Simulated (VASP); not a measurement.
# WS2 in VASP: single point with LDA

Aim: the single point of WS2 with LDA.

All numbers are computed with VASP 6.6.1; they aren't measurements. Logs are shortened: lines on timing, memory, paths and dates and some standing lists are left out, and cuts for length are marked.

### 1 The cell of the first run

The cell holds a slab with vacuum, 6 atoms: a = 3.335 Å, b = 3.335 Å, c = 22.976 Å, α = 90.00°, β = 90.00°, γ = 120.00°.

### 2 Single point, LDA (36.88 Å³/atom)

File INCAR:

```
ALGO = Normal
EDIFF = 1E-6
ENCUT = 520
GGA = CA
ISIF = 2
ISMEAR = 0
LASPH = True
LCHARG = False
LREAL = False
LWAVE = False
NBANDS = 35
NELM = 80
PREC = Accurate
SIGMA = 0.05
```

File KPOINTS:

```
k-points
0
Gamma
  12 12 2
```

File POSCAR:

```
WS2
1.0
    3.3349575419      0.0000000000      0.0000000000
   -1.6674787710      2.8881579518      0.0000000000
    0.0000000000      0.0000000000     22.9761899850
W S
2 4
Direct
    0.3333333333      0.6666666667      0.6302757360
    0.6666666667      0.3333333333      0.3697242640
    0.3333333333      0.6666666667      0.3028928957
    0.6666666667      0.3333333333      0.5633280735
    0.3333333333      0.6666666667      0.4366719265
    0.6666666667      0.3333333333      0.6971071043
```

Potentials or basis: VASP PAW LDA potentials, release 64 (W_sv, S).

Run with:

```sh
$ cat potpaw_LDA.64/W_sv/POTCAR potpaw_LDA.64/S/POTCAR > POTCAR
$ mpirun -np 1 vasp_std > vasp.out
```

OUTCAR:

```text
EDIFF = 1E-6
   ENCUT = 520
   GGA = CA
   ISIF = 2
   ISMEAR = 0
   LASPH = True
   LREAL = False
   NELM = 80
   PREC = Accurate

 ion  position               nearest neighbor table
   1  0.333  0.667  0.630-   6 2.46   6 2.46   6 2.46   4 2.46   4 2.46   4 2.46
   2  0.667  0.333  0.370-   3 2.46   3 2.46   3 2.46   5 2.46   5 2.46   5 2.46
   3  0.333  0.667  0.303-   2 2.46   2 2.46   2 2.46
   4  0.667  0.333  0.563-   1 2.46   1 2.46   1 2.46
   5  0.333  0.667  0.437-   2 2.46   2 2.46   2 2.46
   6  0.667  0.333  0.697-   1 2.46   1 2.46   1 2.46

  LATTYP: Found a hexagonal cell.
 ALAT       =     3.3349575419
 C/A-ratio  =     6.8895000000

  Lattice vectors:

 A1 = (   3.3349575419,   0.0000000000,   0.0000000000)
 A2 = (  -1.6674787710,   2.8881579518,   0.0000000000)
 A3 = (   0.0000000000,   0.0000000000,  22.9761899850)

Analysis of symmetry for initial positions (statically):
=====================================================================
 Subroutine PRICEL returns:
 Original cell was already a primitive cell.

 Routine SETGRP: Setting up the symmetry group for a
 hexagonal supercell.

 Subroutine GETGRP returns: Found 12 space group operations
 (whereof 12 operations were pure point group operations)
 out of a pool of 24 trial point group operations.

The static configuration has the point symmetry D_3d.

Analysis of symmetry for dynamics (positions and initial velocities):
=====================================================================
 Subroutine PRICEL returns:
 Original cell was already a primitive cell.

 Routine SETGRP: Setting up the symmetry group for a
 hexagonal supercell.

 Subroutine GETGRP returns: Found 12 space group operations
 (whereof 12 operations were pure point group operations)
 out of a pool of 24 trial point group operations.

The dynamic configuration has the point symmetry D_3d.

 Subroutine INISYM returns: Found 12 space group operations
 (whereof 12 operations are pure point group operations),
 and found     1 'primitive' translations

----------------------------------------------------------------------------------------

                                     Primitive cell

  volume of cell :     221.3040

  direct lattice vectors                    reciprocal lattice vectors
     3.334957542  0.000000000  0.000000000     0.299853892  0.173120726  0.000000000
    -1.667478771  2.888157952  0.000000000     0.000000000  0.346241451  0.000000000
     0.000000000  0.000000000 22.976189985     0.000000000  0.000000000  0.043523317

  length of vectors
     3.334957542  3.334957542 22.976189985     0.346241451  0.346241451  0.043523317

  position of ions in fractional coordinates (direct lattice)
     0.333333333  0.666666667  0.630275736
     0.666666667  0.333333333  0.369724264
     0.333333333  0.666666667  0.302892896
     0.666666667  0.333333333  0.563328074
     0.333333333  0.666666667  0.436671926
     0.666666667  0.333333333  0.697107104

  ion indices of the primitive-cell ions
   primitive index   ion index
                 1           1
                 2           2
                 3           3
                 4           4
                 5           5
                 6           6

----------------------------------------------------------------------------------------

 KPOINTS: k-points

Automatic generation of k-mesh.
 Grid dimensions read from file:
 generate k-points for:   12   12    2

 Generating k-lattice:

  Cartesian coordinates                     Fractional coordinates (reciprocal lattice)
     0.024987824  0.014426727  0.000000000     0.083333333  0.000000000  0.000000000
     0.000000000  0.028853454  0.000000000     0.000000000  0.083333333  0.000000000
     0.000000000  0.000000000  0.021761658     0.000000000  0.000000000  0.500000000

  Length of vectors
     0.028853454  0.028853454  0.021761658

  Shift w.r.t. Gamma in fractional coordinates (k-lattice)
     0.000000000  0.000000000  0.000000000

 Subroutine IBZKPT returns following result:
 ===========================================

 Found     38 irreducible k-points:

 Following reciprocal coordinates:
            Coordinates               Weight
  0.000000  0.000000  0.000000      1.000000
  0.083333  0.000000  0.000000      6.000000
  0.166667  0.000000  0.000000      6.000000
  0.250000  0.000000  0.000000      6.000000
  0.333333  0.000000  0.000000      6.000000
  0.416667 -0.000000  0.000000      6.000000
[... 16 lines left out ...]
  0.250000  0.000000  0.500000      6.000000
  0.333333  0.000000  0.500000      6.000000
 [... further k-points ...]
   k-points           NKPTS =     38   k-points in BZ     NKDIM =     38   number of bands    NBANDS=     35
   number of dos      NEDOS =    301   number of ions     NIONS =      6
   total plane-waves  NPLWV = 141120
   dimension x,y,z NGX =    28 NGY =   28 NGZ =  180
   dimension x,y,z NGXF=    56 NGYF=   56 NGZF=  360
   ions per type =               2   4
   NGX,Y,Z   is equivalent  to a cutoff of  13.96, 13.96, 13.02 a.u.
   NGXF,Y,Z  is equivalent  to a cutoff of  27.92, 27.92, 26.05 a.u.
 SYSTEM =  unknown system
   PREC   = accura    normal or accurate (medium, high low for compatibility)
   ISTART =      0    job   : 0-new  1-cont  2-samecut
   ICHARG =      2    charge: 1-file 2-atom 10-const
   ISPIN  =      1    spin polarized calculation?
   LNONCOLLINEAR =      F non collinear calculations
   LSORBIT =      F    spin-orbit coupling
   LASPH  =      T    aspherical Exc in radial PAW
   ENCUT  =  520.0 eV  38.22 Ry    6.18 a.u.   6.20  6.20 42.72*2*pi/ulx,y,z
   NELM   =     80;   NELMIN=  2; NELMDL= -5     # of ELM steps
   EDIFF  = 0.1E-05   stopping-criterion for ELM
   LREAL  =      F    real-space projection
   EDIFFG = 0.1E-04   stopping-criterion for IOM
   NSW    =      0    number of steps for IOM
   IBRION =     -1    ionic relax: 0-MD 1-quasi-New 2-CG
   NFREE  =      0    steps in history (QN), initial steepest desc. (CG)
   ISIF   =      2    stress and relaxation
   ISYM   =      2    0-nonsym 1-usesym 2-fastsym
   POTIM  = 0.5000    time-step for ionic-motion
   TEBEG  =    0.0;   TEEND  =   0.0 temperature during run
   PSTRESS=    0.0 pullay stress
   NELECT =      52.0000    total number of electrons
   NUPDOWN=      -1.0000    fix difference up-down
   EMIN   =  10.00;   EMAX   =-10.00  energy-range for DOS
   EFERMI =   0.00;   METHOD = LEGACY
   ISMEAR =     0;   SIGMA  =   0.05  broadening in eV -4-tet -1-fermi 0-gaus
   EFERMI_NEDOS =   21; number of points for ismear=-14 and -15
   IALGO  =     38    algorithm
   IMIX   =      4    mixing-type and parameters
     AMIX     =   0.40;   BMIX     =  1.00
     AMIX_MAG =   1.60;   BMIX_MAG =  1.00
  volume/ion in A,a.u.               =      36.88       248.91
  Fermi-wavevector in a.u.,A,eV,Ry     =   1.010213  1.909025 13.885152  1.020530
  Thomas-Fermi vector in A             =   2.143188
   LORBIT       =      0    0 simple, 1 ext, 2 COOP (PROOUT), +10 PAW based schemes
   GGA     = CA    functional components
   LHFCALC =     F    Hartree Fock is set to
   AEXX    =    0.0000 exact exchange contribution
   IVDW    =     0    specifies the selected vdW correction
   LEPSILON=     F    determine dielectric tensor
   LRPA    =     F    only Hartree local field effects (RPA)
 non-spin polarized calculation
 Gauss-broadening in eV      SIGMA  =   0.05
  energy-cutoff  :      520.00
  volume of cell :      221.30
 maximum number of plane-waves:      5990
 NGX is ok and might be reduce to    28
   NGX = 13   NGY = 13   NGZ = 85

 number of electron      51.9999997 magnetization

 Free energy of the ion-electron system (eV)
  ---------------------------------------------------
  ext. energy  EPLUGINS =         0.00000000
  ---------------------------------------------------
  free energy    TOTEN  =       -51.57117587 eV

  energy without entropy =      -51.57117587  energy(sigma->0) =      -51.57117587

 E-fermi :   1.0561     XC(G=0):  -6.1188

 val. band max:        0.8386197891   @ k =   0.0000   0.0000   0.0000
 cond. band min:       1.3223853952   @ k =   0.3333   0.3333   0.0000
 fundamental gap:      0.4837656061
 Fermi energy:         1.0561406298

 k-point     1 :       0.0000    0.0000    0.0000
  band No.  band energies     occupation
      1     -73.6697      2.00000
      2     -73.6697      2.00000
      3     -38.0647      2.00000
      4     -38.0647      2.00000
      5     -38.0364      2.00000
      6     -38.0364      2.00000
[... 27 lines left out ...]
     34       2.9515      0.00000
     35       4.4655      0.00000

 k-point     2 :       0.0833    0.0000    0.0000
  band No.  band energies     occupation
      1     -73.6691      2.00000
      2     -73.6691      2.00000
      3     -38.0623      2.00000
      4     -38.0623      2.00000
      5     -38.0502      2.00000
      6     -38.0502      2.00000
[... 27 lines left out ...]
     34       2.8735      0.00000
     35       4.9322      0.00000

 k-point     3 :       0.1667    0.0000    0.0000
  band No.  band energies     occupation
      1     -73.6676      2.00000
      2     -73.6676      2.00000
      3     -38.0880      2.00000
      4     -38.0880      2.00000
      5     -38.0557      2.00000
      6     -38.0557      2.00000
[... 27 lines left out ...]
     34       3.2984      0.00000
     35       5.8548      0.00000
[... 723 lines left out ...]
 k-point    23 :       0.2500    0.0000    0.5000
  band No.  band energies     occupation
      1     -73.6654      2.00000
      2     -73.6654      2.00000
      3     -38.1391      2.00000
      4     -38.1391      2.00000
      5     -38.0608      2.00000
      6     -38.0608      2.00000
[... 27 lines left out ...]
     34       3.8312      0.00000
     35       6.5276      0.00000

 k-point    24 :       0.3333    0.0000    0.5000
  band No.  band energies     occupation
      1     -73.6633      2.00000
      2     -73.6633      2.00000
      3     -38.1897      2.00000
      4     -38.1897      2.00000
      5     -38.0730      2.00000
      6     -38.0730      2.00000
[... 27 lines left out ...]
     34       4.2620      0.00000
     35       6.0784      0.00000

 [... further k-points ...]
[... 5 lines left out ...]
  --------------------------------------------------------------------------------------
  -------------------------------------------------------------------------------------
  Total      -13.4099062    -13.4099062     -5.0891033      0.0000000     -0.0000000      0.0000000
  in kB      -97.0838654    -97.0838654    -36.8436444      0.0000000     -0.0000000      0.0000000
  external PRESSURE =     -77.0037917 kB  Pullay stress =       0.0000000 kB

 VOLUME and BASIS-vectors are now :
 -----------------------------------------------------------------------------
  energy-cutoff  :      520.00
  volume of cell :      221.30
      direct lattice vectors                 reciprocal lattice vectors
     3.334957542  0.000000000  0.000000000     0.299853892  0.173120726  0.000000000
    -1.667478771  2.888157952  0.000000000     0.000000000  0.346241451  0.000000000
     0.000000000  0.000000000 22.976189985     0.000000000  0.000000000  0.043523317

 POSITION                                       TOTAL-FORCE (eV/Angst)
 -----------------------------------------------------------------------------------
     -0.00000      1.92544     14.48134         0.000000     -0.000000      0.008923
      1.66748      0.96272      8.49485        -0.000000      0.000000     -0.008923
     -0.00000      1.92544      6.95932        -0.000000     -0.000000      0.824765
      1.66748      0.96272     12.94313        -0.000000      0.000000      0.818109
     -0.00000      1.92544     10.03306        -0.000000     -0.000000     -0.818109
      1.66748      0.96272     16.01687        -0.000000      0.000000     -0.824765
 -----------------------------------------------------------------------------------
    total drift:                                0.000000     -0.000000      0.000000

  FREE ENERGIE OF THE ION-ELECTRON SYSTEM (eV)
  ---------------------------------------------------
  free  energy   TOTEN  =       -51.5711758687 eV

  energy  without entropy=      -51.5711758687  energy(sigma->0) =      -51.57117587
```

Run time: 20 min. Hardware: 1 thread of Intel Xeon 8259CL, shared host; peak memory 0.44 GiB.

Results:

```yaml
Free_energy: -51.5712 eV
Largest_force: 0.825 eV/Å
Band_gap_on_the_k_mesh: 0.48 eV (least direct gap 1.29 eV)
```

Forces on the atoms (eV/Å):
```
W    0.000  0.000  0.009
W    0.000  0.000 -0.009
S    0.000  0.000  0.825
S    0.000  0.000  0.818
S    0.000  0.000 -0.818
S    0.000  0.000 -0.825
```

Caveat: there is no dipole correction, which matters where the two faces differ; spin-orbit coupling is left out, which moves the levels of the heavy elements.
